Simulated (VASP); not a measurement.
A run of VASP 6.6.1 is set up as follows.

The input POSCAR:

```
TlBr
1.0
    3.9800000000      0.0000000000      0.0000000000
    0.0000000000      3.9800000000      0.0000000000
    0.0000000000      0.0000000000      3.9800000000
Tl Br
1 1
Direct
    0.0000000000      0.0000000000      0.0000000000
    0.5000000000      0.5000000000      0.5000000000
```

The input INCAR.step1:

```
SYSTEM = TlBr
  ALGO = Normal
  EDIFF = 1E-5
  ENCUT = 550
  GGA = PE
  GGA_COMPAT = .False.
  ISMEAR = 0
  LASPH = .True.
  LCHARG = .False.
  LREAL = .False.
  LWAVE = .True.
  NBANDS = 17
  NELM = 120
  PREC = Accurate
  SIGMA = 0.01
```

INCAR.step2

```
SYSTEM = TlBr
  ALGO = Normal
  EDIFF = 1E-6
  ENCUT = 550
  GGA_COMPAT = .False.
  ISIF = 2
  ISMEAR = 0
  ISTART = 1
  LASPH = .True.
  LCHARG = .False.
  LMIXTAU = .True.
  LREAL = .False.
  LWAVE = .False.
  METAGGA = R2SCAN
  NBANDS = 17
  NELM = 120
  PREC = Accurate
  SIGMA = 0.01
```

Contents of KPOINTS:

```
k-points
0
Gamma
  5 5 5
  0 0 0
```

Potentials or basis: VASP PAW PBE potentials, release 64 (Tl_d, Br).

The run is started by

```bash
$ cat potpaw_PBE.64/Tl_d/POTCAR potpaw_PBE.64/Br/POTCAR > POTCAR
$ cp INCAR.step1 INCAR
$ mpirun -np 1 vasp_std > vasp.out
$ cp INCAR.step2 INCAR
$ mpirun -np 1 vasp_std > vasp.out
```

(1) Estimate the band gap on the k mesh.

(2) Predict the pressure.

Answers

(1) 3.05 eV, direct.

(2) 0.3 GPa.

Caveat: the PAW data sets were made with another functional, which shifts forces and pressure a little; spin-orbit coupling is left out, which moves the levels of the heavy elements.
